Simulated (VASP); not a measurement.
Input of a VASP 6.6.1 run:

Contents of INCAR:

```
PREC = Accurate
ENCUT = 520
EDIFF = 1E-6
ISMEAR = 1
SIGMA = 0.05
LREAL = F
LASPH = T
NELM = 100
ALGO = Normal
ISIF = 2
LWAVE = F
LCHARG = F
GGA = CA
NBANDS = 18
```

Contents of KPOINTS:

```
Automatic mesh
0
Gamma
  6 6 5
```

File POSCAR:

```
Li2Al
1.0
    2.2999066407     -4.8492973937      0.0000000000
    2.2999066407      4.8492973937      0.0000000000
    0.0000000000      0.0000000000      4.4456176962
Li Al
4 2
Direct
    0.2413930000      0.7586070000      0.2500000000
    0.7586070000      0.2413930000      0.7500000000
    0.5898620000      0.4101380000      0.2500000000
    0.4101380000      0.5898620000      0.7500000000
    0.9250180000      0.0749820000      0.2500000000
    0.0749820000      0.9250180000      0.7500000000
```

Potentials or basis: VASP PAW LDA potentials, release 64 (Li_sv, Al).

Launch:

```bash
$ cat potpaw_LDA.64/Li_sv/POTCAR potpaw_LDA.64/Al/POTCAR > POTCAR
$ mpirun -np 1 vasp_std > vasp.out
```

(1) Estimate the band gap on the k mesh.

(2) Estimate the largest force.

Results:

(1) zero (band 9 reaches 4.39 eV, above the bottom of band 10 at 1.99 eV).

(2) 0.109 eV/Å.
